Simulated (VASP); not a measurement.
# Zn3Cd2Se5 (I-4m2) in VASP: single point with PBE

Aim: the single point of Zn3Cd2Se5 with PBE.

Program: VASP 6.6.1. These are calculated values, not measurements. Logs are shortened: lines on timing, memory, paths and dates and some standing lists are left out, and cuts for length are marked.

**1. The cell of the first run**

Symmetry: I-4m2, No. 119, tetragonal system. The conventional cell has a = 4.168 Å, b = 4.168 Å, c = 29.810 Å, α = 90.00°, β = 90.00°, γ = 90.00°. Within 3.3 Å of Zn (site symmetry 2mm) lie 4 Se at 2.50 Å. Zn (site symmetry -4m2) has 4 Se at 2.50 Å within 3.3 Å. Cd (site symmetry 2mm) has 4 Se at 2.66 Å within 3.5 Å. Se (site symmetry -4m2) has 4 Zn at 2.50 Å within 3.3 Å. Within 3.3 Å of Se (site symmetry 2mm) lie 2 Zn at 2.50 Å and 2 Cd at 2.66 Å. Se (site symmetry 2mm) has 2 Zn at 2.50 Å and 2 Cd at 2.66 Å within 3.3 Å.

**2. Single point, PBE**

The input, INCAR:

```
SYSTEM = Zn3Cd2Se5
  PREC = Accurate
  ENCUT = 520
  EDIFF = 1E-7
  ISMEAR = 0
  SIGMA = 0.1
  LREAL = .FALSE.
  LASPH = .TRUE.
  NELM = 100
  ALGO = Normal
  ISIF = 2
  LWAVE = .FALSE.
  LCHARG = .FALSE.
  GGA = PE
  NBANDS = 56
```

The input, KPOINTS:

```
Automatic mesh
0
G
  4 4 4
  0 0 0
```

The input, POSCAR:

```
Zn3Cd2Se5
1.0
    0.0000000000     -4.1680082000      0.0000000000
    4.1680082000      0.0000000000      0.0000000000
   -2.0840041000      2.0840041000     14.9051386000
Zn Cd Se
3 2 5
Direct
    0.2034710000      0.2034710000      0.4069420000
    0.7965290000      0.7965290000      0.5930580000
    0.0000000000      0.0000000000      0.0000000000
    0.6017730000      0.6017730000      0.2035460000
    0.3982270000      0.3982270000      0.7964540000
    0.2500000000      0.7500000000      0.5000000000
    0.8426900000      0.3426900000      0.6853800000
    0.4537940000      0.9537940000      0.9075880000
    0.0462060000      0.5462060000      0.0924120000
    0.6573100000      0.1573100000      0.3146200000
```

Potentials or basis: VASP PAW PBE potentials, release 64 (Zn, Cd, Se).

On the command line:

```bash
$ cat potpaw_PBE.64/Zn/POTCAR potpaw_PBE.64/Cd/POTCAR potpaw_PBE.64/Se/POTCAR > POTCAR
$ mpirun -np 1 vasp_std > vasp.out
```

OUTCAR:

```text
SYSTEM = Zn3Cd2Se5
   PREC = Accurate
   ENCUT = 520
   EDIFF = 1E-7
   ISMEAR = 0
   LREAL = .FALSE.
   LASPH = .TRUE.
   NELM = 100
   ISIF = 2
   GGA = PE

 ion  position               nearest neighbor table
   1  0.203  0.203  0.407-  10 2.50  10 2.50   6 2.50   6 2.50
   2  0.797  0.797  0.593-   7 2.50   7 2.50   6 2.50   6 2.50
   3  0.000  0.000  0.000-   9 2.50   8 2.50   9 2.50   8 2.50
   4  0.602  0.602  0.204-  10 2.66  10 2.66   9 2.66   9 2.66
   5  0.398  0.398  0.796-   7 2.66   7 2.66   8 2.66   8 2.66
   6  0.250  0.750  0.500-   2 2.50   1 2.50   2 2.50   1 2.50
   7  0.843  0.343  0.685-   2 2.50   2 2.50   5 2.66   5 2.66
   8  0.454  0.954  0.908-   3 2.50   3 2.50   5 2.66   5 2.66
   9  0.046  0.546  0.092-   3 2.50   3 2.50   4 2.66   4 2.66
  10  0.657  0.157  0.315-   1 2.50   1 2.50   4 2.66   4 2.66

  LATTYP: Found a body centered tetragonal cell.
 ALAT       =     4.1680082000
 C/A-ratio  =     7.1521637601

  Lattice vectors:

 A1 = (  -2.0840041000,  -2.0840041000, -14.9051386000)
 A2 = (   2.0840041000,   2.0840041000, -14.9051386000)
 A3 = (   2.0840041000,  -2.0840041000,  14.9051386000)

Analysis of symmetry for initial positions (statically):
=====================================================================
 Subroutine PRICEL returns:
 Original cell was already a primitive cell.

 Routine SETGRP: Setting up the symmetry group for a
 body centered tetragonal supercell.

 Subroutine GETGRP returns: Found  8 space group operations
 (whereof  8 operations were pure point group operations)
 out of a pool of 16 trial point group operations.

The static configuration has the point symmetry D_2d.

Analysis of symmetry for dynamics (positions and initial velocities):
=====================================================================
 Subroutine PRICEL returns:
 Original cell was already a primitive cell.

 Routine SETGRP: Setting up the symmetry group for a
 body centered tetragonal supercell.

 Subroutine GETGRP returns: Found  8 space group operations
 (whereof  8 operations were pure point group operations)
 out of a pool of 16 trial point group operations.

The dynamic configuration has the point symmetry D_2d.

 Subroutine INISYM returns: Found  8 space group operations
 (whereof  8 operations are pure point group operations),
 and found     1 'primitive' translations

----------------------------------------------------------------------------------------

                                     Primitive cell

  volume of cell :     258.9364

  direct lattice vectors                    reciprocal lattice vectors
     0.000000000 -4.168008200  0.000000000     0.000000000 -0.239922753  0.033545478
     4.168008200  0.000000000  0.000000000     0.239922753  0.000000000  0.033545478
    -2.084004100  2.084004100 14.905138600     0.000000000  0.000000000  0.067090956

  length of vectors
     4.168008200  4.168008200 15.193725773     0.242256530  0.242256530  0.067090956

  position of ions in fractional coordinates (direct lattice)
     0.203471000  0.203471000  0.406942000
     0.796529000  0.796529000  0.593058000
     0.000000000  0.000000000  0.000000000
     0.601773000  0.601773000  0.203546000
     0.398227000  0.398227000  0.796454000
     0.250000000  0.750000000  0.500000000
     0.842690000  0.342690000  0.685380000
     0.453794000  0.953794000  0.907588000
     0.046206000  0.546206000  0.092412000
     0.657310000  0.157310000  0.314620000

  ion indices of the primitive-cell ions
   primitive index   ion index
                 1           1
                 2           2
                 3           3
                 4           4
                 5           5
                 6           6
                 7           7
                 8           8
                 9           9
                10          10

----------------------------------------------------------------------------------------

 KPOINTS: Automatic mesh

Automatic generation of k-mesh.
 Grid dimensions read from file:
 generate k-points for:    4    4    4

 Generating k-lattice:

  Cartesian coordinates                     Fractional coordinates (reciprocal lattice)
     0.000000000 -0.059980688  0.008386370     0.250000000  0.000000000  0.000000000
     0.059980688  0.000000000  0.008386370     0.000000000  0.250000000  0.000000000
     0.000000000  0.000000000  0.016772739     0.000000000  0.000000000  0.250000000

  Length of vectors
     0.060564132  0.060564132  0.016772739

  Shift w.r.t. Gamma in fractional coordinates (k-lattice)
     0.000000000  0.000000000  0.000000000

 Subroutine IBZKPT returns following result:
 ===========================================

 Found     13 irreducible k-points:

 Following reciprocal coordinates:
            Coordinates               Weight
  0.000000  0.000000  0.000000      1.000000
  0.250000  0.000000  0.000000      8.000000
  0.500000  0.000000  0.000000      4.000000
  0.250000  0.250000  0.000000      8.000000
  0.500000  0.250000 -0.000000     16.000000
 -0.250000  0.250000  0.000000      4.000000
  0.500000  0.500000  0.000000      2.000000
  0.000000  0.000000  0.250000      2.000000
  0.250000  0.000000  0.250000      8.000000
  0.500000  0.000000  0.250000      4.000000
  0.250000  0.250000  0.250000      4.000000
  0.500000  0.500000  0.250000      2.000000
  0.000000  0.000000  0.500000      1.000000
   k-points           NKPTS =     13   k-points in BZ     NKDIM =     13   number of bands    NBANDS=     56
   number of dos      NEDOS =    301   number of ions     NIONS =     10
   total plane-waves  NPLWV = 122880
   dimension x,y,z NGX =    32 NGY =   32 NGZ =  120
   dimension x,y,z NGXF=    64 NGYF=   64 NGZF=  240
   ions per type =               3   2   5
   NGX,Y,Z   is equivalent  to a cutoff of  12.76, 12.76, 13.13 a.u.
   NGXF,Y,Z  is equivalent  to a cutoff of  25.53, 25.53, 26.26 a.u.
 SYSTEM =  Zn3Cd2Se5
   PREC   = accura    normal or accurate (medium, high low for compatibility)
   ISTART =      0    job   : 0-new  1-cont  2-samecut
   ICHARG =      2    charge: 1-file 2-atom 10-const
   ISPIN  =      1    spin polarized calculation?
   LNONCOLLINEAR =      F non collinear calculations
   LSORBIT =      F    spin-orbit coupling
   LASPH  =      T    aspherical Exc in radial PAW
   ENCUT  =  520.0 eV  38.22 Ry    6.18 a.u.   7.75  7.75 28.25*2*pi/ulx,y,z
   NELM   =    100;   NELMIN=  2; NELMDL= -5     # of ELM steps
   EDIFF  = 0.1E-06   stopping-criterion for ELM
   LREAL  =      F    real-space projection
   EDIFFG = 0.1E-05   stopping-criterion for IOM
   NSW    =      0    number of steps for IOM
   IBRION =     -1    ionic relax: 0-MD 1-quasi-New 2-CG
   NFREE  =      0    steps in history (QN), initial steepest desc. (CG)
   ISIF   =      2    stress and relaxation
   ISYM   =      2    0-nonsym 1-usesym 2-fastsym
   POTIM  = 0.5000    time-step for ionic-motion
   TEBEG  =    0.0;   TEEND  =   0.0 temperature during run
   PSTRESS=    0.0 pullay stress
   NELECT =      90.0000    total number of electrons
   NUPDOWN=      -1.0000    fix difference up-down
   EMIN   =  10.00;   EMAX   =-10.00  energy-range for DOS
   EFERMI =   0.00;   METHOD = LEGACY
   ISMEAR =     0;   SIGMA  =   0.10  broadening in eV -4-tet -1-fermi 0-gaus
   EFERMI_NEDOS =   21; number of points for ismear=-14 and -15
   IALGO  =     38    algorithm
   IMIX   =      4    mixing-type and parameters
     AMIX     =   0.40;   BMIX     =  1.00
     AMIX_MAG =   1.60;   BMIX_MAG =  1.00
  volume/ion in A,a.u.               =      25.89       174.74
  Fermi-wavevector in a.u.,A,eV,Ry     =   1.151042  2.175155 18.026337  1.324898
  Thomas-Fermi vector in A             =   2.287702
   LORBIT       =      0    0 simple, 1 ext, 2 COOP (PROOUT), +10 PAW based schemes
   GGA     = PE    functional components
   LHFCALC =     F    Hartree Fock is set to
   AEXX    =    0.0000 exact exchange contribution
   IVDW    =     0    specifies the selected vdW correction
   LEPSILON=     F    determine dielectric tensor
   LRPA    =     F    only Hartree local field effects (RPA)
 non-spin polarized calculation
 Gauss-broadening in eV      SIGMA  =   0.10
  energy-cutoff  :      520.00
  volume of cell :      258.94
 maximum number of plane-waves:      6999
 NGX is ok and might be reduce to    32
   NGX = 15   NGY = 15   NGZ = 57

 number of electron      89.9999963 magnetization

 Free energy of the ion-electron system (eV)
  ---------------------------------------------------
  ext. energy  EPLUGINS =         0.00000000
  ---------------------------------------------------
  free energy    TOTEN  =       -28.87965504 eV

  energy without entropy =      -28.87965504  energy(sigma->0) =      -28.87965504

 E-fermi :   1.4269     XC(G=0):  -8.9551

 val. band max:        1.0404117144   @ k =   0.0000   0.0000   0.0000
 cond. band min:       1.8044614351   @ k =   0.0000   0.0000   0.0000
 fundamental gap:      0.7640497207
 Fermi energy:         1.4268786625

 k-point     1 :       0.0000    0.0000    0.0000
  band No.  band energies     occupation
      1     -11.7562      2.00000
      2     -11.5700      2.00000
      3     -11.3907      2.00000
      4     -11.0474      2.00000
      5     -11.0114      2.00000
      6      -6.7484      2.00000
[... 48 lines left out ...]
     55       6.8990      0.00000
     56       6.9009      0.00000

 k-point     2 :       0.2500    0.0000    0.0000
  band No.  band energies     occupation
      1     -11.5596      2.00000
      2     -11.4253      2.00000
      3     -11.2741      2.00000
      4     -11.0518      2.00000
      5     -11.0049      2.00000
      6      -6.7466      2.00000
[... 48 lines left out ...]
     55       7.1137      0.00000
     56       7.2702      0.00000
[... 588 lines left out ...]
     55       6.3817      0.00000
     56       7.5281      0.00000

 k-point    13 :       0.0000    0.0000    0.5000
  band No.  band energies     occupation
      1     -11.7366      2.00000
      2     -11.6257      2.00000
      3     -11.3100      2.00000
      4     -11.1422      2.00000
      5     -10.9614      2.00000
      6      -6.7484      2.00000
[... 48 lines left out ...]
     55       6.4385      0.00000
     56       7.2293      0.00000

------------------------ aborting loop because EDIFF is reached ----------------------------------------

  FORCE on cell =-STRESS in cart. coord.  units (eV):
  Direction    XX          YY          ZZ          XY          YZ          ZX
  --------------------------------------------------------------------------------------
  -------------------------------------------------------------------------------------
  Total        0.6130899      0.6130899      0.2175649      0.0000000     -0.0000000      0.0000000
  in kB        3.7935129      3.7935129      1.3461894      0.0000000     -0.0000000      0.0000000
  external PRESSURE =       2.9777384 kB  Pullay stress =       0.0000000 kB

 VOLUME and BASIS-vectors are now :
 -----------------------------------------------------------------------------
  energy-cutoff  :      520.00
  volume of cell :      258.94
      direct lattice vectors                 reciprocal lattice vectors
     0.000000000 -4.168008200  0.000000000     0.000000000 -0.239922753  0.033545478
     4.168008200  0.000000000  0.000000000     0.239922753  0.000000000  0.033545478
    -2.084004100  2.084004100 14.905138600     0.000000000  0.000000000  0.067090956

 POSITION                                       TOTAL-FORCE (eV/Angst)
 -----------------------------------------------------------------------------------
      0.00000      0.00000      6.06553        -0.000000      0.000000      0.001251
      2.08400     -2.08400      8.83961         0.000000     -0.000000     -0.001251
      0.00000      0.00000      0.00000         0.000000      0.000000      0.000000
      2.08400     -2.08400      3.03388         0.000000     -0.000000     -0.004322
      0.00000      0.00000     11.87126        -0.000000      0.000000      0.004322
      2.08400      0.00000      7.45257         0.000000      0.000000      0.000000
     -0.00000     -2.08400     10.21568        -0.000000      0.000000     -0.017837
      2.08400     -0.00000     13.52772        -0.000000      0.000000      0.013463
      2.08400      0.00000      1.37741         0.000000     -0.000000     -0.013463
      0.00000     -2.08400      4.68945         0.000000     -0.000000      0.017837
 -----------------------------------------------------------------------------------
    total drift:                                0.000011      0.000011      0.000000

  FREE ENERGIE OF THE ION-ELECTRON SYSTEM (eV)
  ---------------------------------------------------
  free  energy   TOTEN  =       -28.8796550369 eV

  energy  without entropy=      -28.8796550358  energy(sigma->0) =      -28.87965504
```

Run time: 6.2 min. Hardware: 1 thread of Intel Xeon 8259CL, shared host; peak memory 0.44 GiB.

What came out:

| Item | Value |
| --- | --- |
| Free energy | -28.8797 eV |
| Pressure | 0.3 GPa |
| Largest force | 0.018 eV/Å |
| Band gap on the k mesh | 0.76 eV |

Forces in eV/Å, atoms in the order of the input:
```
Zn   0.000  0.000  0.001
Zn   0.000  0.000 -0.001
Zn   0.000  0.000  0.000
Cd   0.000  0.000 -0.004
Cd   0.000  0.000  0.004
Se   0.000  0.000  0.000
Se   0.000  0.000 -0.018
Se   0.000  0.000  0.013
Se   0.000  0.000 -0.013
Se   0.000  0.000  0.018
```

Levels at points of the mesh, in eV from the valence-band top:
```
           k point  band 41  band 42  band 43  band 44  band 45  band 46  band 47  band 48  band 49  band 50
(0.00, 0.00, 0.00)    -0.61    -0.61    -0.12     0.00     0.00     0.76     2.90     3.05     3.30     3.36
(0.50, 0.00, 0.00)    -0.98    -0.98    -0.80    -0.55    -0.53     2.32     2.82     2.84     3.53     3.77
(0.50, 0.50, 0.00)    -2.08    -2.08    -2.06    -1.92    -1.89     3.08     3.39     3.57     3.62     3.93
(0.00, 0.00, 0.50)    -1.06    -0.26    -0.26    -0.20    -0.20     1.77     1.80     3.17     3.31     3.62
```
